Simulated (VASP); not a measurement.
MgB2: relaxation of shape and atoms at fixed volume with r2SCAN

Crystal: MgB2.

```
Mg B
1.0
     3.07441    0.00000    0.00000
    -1.53721    2.66252    0.00000
     0.00000    0.00000    3.49462
Mg B
1 2
Direct
  0.00000 0.00000 0.00000
  0.33333 0.66667 0.50000
  0.66667 0.33333 0.50000
```

```yaml
Program: VASP 6.6.1
Task: relaxation of shape and atoms at fixed volume
Functional: r2SCAN
Potentials_or_basis: VASP PAW PBE potentials, release 64 (Mg, B)
Cutoff: 600 eV
k_mesh: 8 × 8 × 6
Occupations: gaussian, width 0.05 eV
Spin: no spin polarisation
Dipole_correction: no
Further_INCAR_settings: ALGO = Normal; EDIFF = 1e-07; IBRION = 2; EDIFFG = -0.01; NSW = 60; ISIF = 4
```

The energy gained by relaxing is 0.1 meV/atom, the ionic steps are 3 and the pressure after relaxing is -0.6 GPa. The band gap on the k mesh is zero (bands 4 and 5 overlap by 2.76 eV).

The path:
| step | energy change (eV) | largest force (eV/Å) | pressure (GPa) | volume (Å³) |
| --- | --- | --- | --- | --- |
| 1 | 0.0000 | 0.0000 | -0.36 | 28.61 |
| 2 | -0.0004 | 0.0000 | -0.49 | 28.61 |
| 3 | -0.0004 | 0.0000 | -0.58 | 28.61 |

Final structure:
```yaml
crystal:
  lattice:
    - [3.08015, 0.00000, 0.00000]
    - [-1.54008, 2.66749, 0.00000]
    - [0.00000, 0.00000, 3.48160]
  atoms:
    - { symbol: Mg, position: [0.00000, 0.00000, 0.00000] }
    - { symbol: B, position: [0.33333, 0.66667, 0.50000] }
    - { symbol: B, position: [0.66667, 0.33333, 0.50000] }
```

Levels at points of the mesh, in eV from the Fermi level:
| k point | band 1 | band 2 | band 3 | band 4 | band 5 | band 6 | band 7 | band 8 |
| --- | --- | --- | --- | --- | --- | --- | --- | --- |
| (0.00, 0.00, 0.00) | -13.35 | -3.09 | 0.30 | 0.30 | 2.11 | 6.53 | 6.53 | 8.41 |
| (0.50, 0.00, 0.00) | -9.30 | -8.40 | -2.42 | 0.22 | 3.34 | 4.02 | 5.91 | 8.05 |
| (0.00, 0.00, 0.50) | -12.01 | -7.85 | 0.73 | 0.73 | 6.86 | 6.86 | 8.49 | 10.41 |
| (0.50, 0.00, 0.50) | -8.25 | -7.44 | -3.86 | -2.10 | -1.31 | 6.00 | 9.47 | 9.70 |

Run time: 58 s on 1 thread of Intel(R) Xeon(R) 6975P-C (Granite Rapids), on a shared host, peak memory 0.16 GiB.

Caveat: the PAW data sets were made with another functional, which shifts forces and pressure a little.
